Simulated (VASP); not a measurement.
Input of a VASP 6.6.1 run:

File INCAR:

```
SYSTEM = Pd
PREC = Accurate
ENCUT = 520
EDIFF = 1E-6
ISMEAR = -1
SIGMA = 0.05
LREAL = .FALSE.
LASPH = .TRUE.
NELM = 60
ALGO = Fast
ISIF = 2
LWAVE = .FALSE.
LCHARG = .FALSE.
GGA = PE
NBANDS = 11
```

The input KPOINTS:

```
regular mesh
0
G
  10 10 10
  0 0 0
```

The input POSCAR:

```
Pd
1.0
    0.0000000000      1.9270350000      1.9465000000
    1.9270350000      0.0000000000      1.9465000000
    1.9270350000      1.9270350000      0.0000000000
Pd
1
Direct
    0.0000000000      0.0000000000      0.0000000000
```

Potentials or basis: VASP PAW PBE potentials, release 64 (Pd).

Command:

```console
$ cat potpaw_PBE.64/Pd/POTCAR > POTCAR
$ mpirun -np 1 vasp_std > vasp.out
```

(1) What does it give for the band gap on the k mesh?

(2) What does it give for the pressure?

Answers

(1) zero (band 5 reaches 10.48 eV, above the bottom of band 6 at 8.86 eV).

(2) 11.0 GPa.
